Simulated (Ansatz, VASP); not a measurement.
**La2O3 in VASP and in Ansatz**

```
La O
1.0
     4.02044    0.00000    0.00000
    -2.01022    3.48180    0.00000
     0.00000    0.00000    6.25136
La O
2 3
Direct
  0.66667 0.33333 0.75376
  0.33333 0.66667 0.24624
  0.66667 0.33333 0.35411
  0.33333 0.66667 0.64589
  0.00000 0.00000 0.00000
```

Alike in both runs: task single point; functional LDA; k mesh 6 × 6 × 4; no spin polarisation.

|  | VASP | Ansatz |
| --- | --- | --- |
| version | VASP 6.6.1 | Ansatz 0.2.0 |
| potentials or method | VASP PAW LDA potentials, release 64 (La, O), cutoff 520 eV | plane waves, PAW |
| occupations | gaussian, width 0.01 eV | fixed |
| valence electrons in the cell | 40 | 40 |

|  | VASP | Ansatz | Ansatz less VASP |
| --- | --- | --- | --- |
| pressure (GPa) | -13.5 | -13.5 | +0.03 |
| traceless stress, the component that is largest in VASP (GPa) | 1.63 | 1.65 | +0.017 |

LDA's correlation is that of Perdew and Zunger in VASP and of Perdew and Wang (1992) in Ansatz.

Neither program's run includes spin-orbit coupling.
